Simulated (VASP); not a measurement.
Write the native input for VASP 6.6.1 that does the following.

- Task: relaxation of cell and atoms
- Functional: PBE
- Potentials or basis: VASP PAW PBE potentials, release 64 (Mg, Cd, O)
- Cutoff: 600 eV
- k mesh: 4 × 4 × 4
- Occupations: gaussian, width 0.1 eV
- Spin: no spin polarisation
- Dipole correction: no
- Further INCAR settings: ALGO = Normal; EDIFF = 1e-06; IBRION = 2; EDIFFG = -0.025; NSW = 80; ISIF = 3

The structure of Mg3Cd2O5 lies in POSCAR:

```
Mg3Cd2O5
1.0
    0.0576414417     -3.1211992747     -0.0065093171
    3.3087736823     -0.0576414417      0.0206485607
   -1.6102449823      1.6124213108     10.8892215635
Mg Cd O
3 2 5
Direct
    0.9090259308      0.9080794554      0.8371766685
    0.5170761390      0.5062031770      0.9903639075
    0.0384949200      0.0676126113      0.1690257675
    0.6867716231      0.6924184825      0.3954282160
    0.2818057408      0.2984314492      0.6027932692
   -0.0199400303      0.0257877793     -0.0131506840
    0.6275806663      0.5895047951      0.1877839469
    0.1936511565      0.2293395880      0.3796760207
    0.8482881207      0.8249714641      0.6319203668
    0.4172457331      0.3576511980      0.8189825209
```

These files were run (other wordings do the same):

INCAR

```
SYSTEM = Mg3Cd2O5
ALGO = Normal
EDIFF = 1E-6
EDIFFG = -0.025
ENCUT = 600
GGA = PE
IBRION = 2
ISIF = 3
ISMEAR = 0
LASPH = .True.
LCHARG = .False.
LREAL = .False.
LWAVE = .False.
NELM = 100
NSW = 80
PREC = Accurate
SIGMA = 0.1
```

KPOINTS

```
k-points
0
Gamma
  4 4 4
  0 0 0
```

Potentials or basis: VASP PAW PBE potentials, release 64 (Mg, Cd, O).

Run with:

```sh
$ cat potpaw_PBE.64/Mg/POTCAR potpaw_PBE.64/Cd/POTCAR potpaw_PBE.64/O/POTCAR > POTCAR
$ mpirun -np 1 vasp_std > vasp.out
```

Results of the run:

```json
{
  "Relaxed volume": "11.48 Å³/atom",
  "Relaxed cell": "a = 3.198 Å, b = 3.197 Å, c = 11.454 Å, α = 98.09°, β = 97.98°, γ = 90.00°",
  "Space group after relaxing (to 0.1 Å)": "I4/mmm (No. 139)",
  "Energy gained by relaxing": "225.5 meV/atom",
  "Ionic steps": "20",
  "Pressure after relaxing": "0.0 GPa",
  "Largest force after relaxing": "0.018 eV/Å",
  "Band gap on the k mesh": "0.81 eV (least direct gap 1.43 eV)"
}
```

Caveat: the k points lie up to 0.50 Å⁻¹ apart in the final cell.

It took 38 min on 1 thread of Oxide Virtual Turin-like Processor (shared host), peak memory 0.33 GiB.
